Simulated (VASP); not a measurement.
Bi, 1 atom in the cell. Symmetry: I4/mmm, No. 139, tetragonal system. Conventional cell: a = 3.442 Å, b = 3.442 Å, c = 5.001 Å, α = 90.00°, β = 90.00°, γ = 90.00°. Within 4.5 Å of Bi (site symmetry 4/mmm) lie 12 Bi at 3.44 to 3.49 Å. 

```yaml
Program: VASP 6.6.1
Task: single point
Functional: PBEsol
Dispersion: D3(BJ)
Potentials_or_basis: VASP PAW PBE potentials, release 64 (Bi_d)
Cutoff: 520 eV
k_mesh: 18 × 18 × 18
Occupations: gaussian, width 0.15 eV
Spin: no spin polarisation
Dipole_correction: no
Further_INCAR_settings: ALGO = Fast; EDIFF = 1e-06; NBANDS = 14
```

Potentials or basis: VASP PAW PBE potentials, release 64 (Bi_d).

The run is started by

```bash
$ cat potpaw_PBE.64/Bi_d/POTCAR > POTCAR
$ mpirun -np 1 vasp_std > vasp.out
```

Hardware: 1 thread of Intel(R) Xeon(R) Platinum 8488C (Sapphire Rapids), with other jobs on the host.

Question: How long does it take, and how much memory?

Answer: It took 3.2 min on 1 thread of Intel(R) Xeon(R) Platinum 8488C (Sapphire Rapids), with other jobs on the host, peak memory 0.3 GiB. Counts: scf iterations 12, k points 480.
